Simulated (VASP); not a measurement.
Set up this calculation in VASP 6.6.1, as the native input.

```yaml
Task: single point
Functional: PBE
Potentials_or_basis: VASP PAW PBE potentials, release 64 (Ti_sv)
Cutoff: 520 eV
k_mesh: 4 × 4 × 4
Occupations: gaussian, width 0.1 eV
Spin: no spin polarisation
Dipole_correction: no
Further_INCAR_settings: ALGO = Fast; EDIFF = 1e-06; NBANDS = 32
```

The structure of Ti lies in POSCAR:

```
Ti
1.0
    4.1128904504      0.0000000000      0.0000000000
    0.0000000000      4.1128904504      0.0000000000
    0.0000000000      0.0000000000      4.1128904504
Ti
4
Direct
    0.0000148682      0.0000148682      0.0000148682
    0.4999851318      0.9999851318      0.5000148682
    0.5000148682      0.4999851318      0.9999851318
    0.9999851318      0.5000148682      0.4999851318
```

These files were run (other wordings do the same):

INCAR

```
SYSTEM = Ti
PREC = Accurate
ENCUT = 520
EDIFF = 1E-6
ISMEAR = 0
SIGMA = 0.1
LREAL = .False.
LASPH = .True.
NELM = 60
ALGO = Fast
ISIF = 2
LWAVE = .False.
LCHARG = .False.
GGA = PE
NBANDS = 32
```

KPOINTS

```
regular mesh
0
Gamma
  4 4 4
  0 0 0
```

Potentials or basis: VASP PAW PBE potentials, release 64 (Ti_sv).

Launch:

```console
$ cat potpaw_PBE.64/Ti_sv/POTCAR > POTCAR
$ mpirun -np 1 vasp_std > vasp.out
```

It gave:

The pressure is -0.4 GPa. The band gap on the k mesh is zero (band 24 reaches 9.06 eV, above the bottom of band 25 at 7.81 eV).

Caveat: the k points lie up to 0.38 Å⁻¹ apart.

Wall time 34 s on 1 thread of Intel(R) Xeon(R) 6975P-C (Granite Rapids) (shared host), peak memory 0.17 GiB.
